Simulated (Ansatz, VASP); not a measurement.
## One calculation of Se, two programs

File INCAR:

```
SYSTEM = Se
PREC = Accurate ; ENCUT = 520
EDIFF = 1E-6 ; ISMEAR = -1
SIGMA = 0.1 ; LREAL = .False.
LASPH = .True. ; NELM = 100
ALGO = Normal ; ISIF = 2
LWAVE = .False. ; LCHARG = .False.
GGA = RP ; NBANDS = 13
```

KPOINTS

```
Automatic mesh
0
Gamma
  11 11 9
  0 0 0
```

The input POSCAR:

```
Se
1.0
    3.7163781840      0.0000000000      0.0000000000
   -1.8581890920      3.2184779174      0.0000000000
    0.0000000000      0.0000000000      3.8594801597
Se
2
Direct
    0.3333333333      0.6666666667      0.2500000000
    0.6666666667      0.3333333333      0.7500000000
```

Input for Ansatz:

```yaml
crystal:
  lattice:
    - [3.716378184, 0.0, 0.0]
    - [-1.858189092, 3.2184779174, 0.0]
    - [0.0, 0.0, 3.8594801597]
  atoms:
    - { symbol: Se, position: [0.3333333333, 0.6666666667, 0.25] }
    - { symbol: Se, position: [0.6666666667, 0.3333333333, 0.75] }
hamiltonian:
  xc: rpbe
  pseudopotentials:
    kind: paw
    azcp:
      Se: "pseudopotentials/Se.paw.azcp"
basis:
  ecutwfc: 420
  fft_grid_basis: typed
kpoints:
  mp_grid: { grid: [11, 11, 9], shift: [0, 0, 0] }
magnetization:
  spin_polarized: false
scf:
  occupations: { method: fermi_dirac, width: 0.1 }
  lower_state_search: "off"
output:
  stress: true
```

Alike in both runs: task single point; functional RPBE; k mesh 11 × 11 × 9; occupations fermi-dirac, width 0.1 eV; no spin polarisation.

|  | VASP | Ansatz |
| --- | --- | --- |
| version | VASP 6.6.1 | Ansatz 0.2.0 |
| potentials or method | VASP PAW PBE potentials, release 64 (Se), cutoff 520 eV | plane waves (420 eV) with PAW, scalar-relativistic |
| valence electrons in the cell | 12 | 32 |

```csv
,VASP,Ansatz,Ansatz less VASP
pressure (GPa),-0.1,-0.1,+0.02
"traceless stress, the component that is largest in VASP (GPa)",-0.50,-0.50,0.000
```

VASP's potentials were made for PBE, not for RPBE. VASP's potentials hold 12 valence electrons a cell and Ansatz's 32, so a difference there can come from the potentials and not from the codes.
